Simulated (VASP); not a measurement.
A run of VASP 6.6.1 is set up as follows.

Contents of INCAR:

```
SYSTEM = HgTe
ALGO = Normal
EDIFF = 1E-7
ENCUT = 520
GGA = PE
ISIF = 2
ISMEAR = -1
LASPH = .TRUE.
LCHARG = .FALSE.
LREAL = .FALSE.
LWAVE = .FALSE.
NBANDS = 16
NELM = 100
PREC = Accurate
SIGMA = 0.05
```

KPOINTS

```
k-points
0
G
  13 13 13
  0 0 0
```

The input POSCAR:

```
HgTe
1.0
    0.0000000000      2.6201276545      2.6201276545
    2.6201276545      0.0000000000      2.6201276545
    2.6201276545      2.6201276545      0.0000000000
Hg Te
1 1
Direct
    0.0000000000      0.0000000000      0.0000000000
    0.5000000000      0.5000000000      0.5000000000
```

Potentials or basis: VASP PAW PBE potentials, release 64 (Hg, Te).

Run with:

```console
$ cat potpaw_PBE.64/Hg/POTCAR potpaw_PBE.64/Te/POTCAR > POTCAR
$ mpirun -np 1 vasp_std > vasp.out
```

(1) Estimate the pressure.

(2) What does it give for the band gap on the k mesh?

## Answers

(1) 79.7 GPa.

(2) zero (bands 9 and 10 overlap by 4.00 eV).

Caveat: the cell stands under pressure; spin-orbit coupling is left out, which moves the levels of the heavy elements.
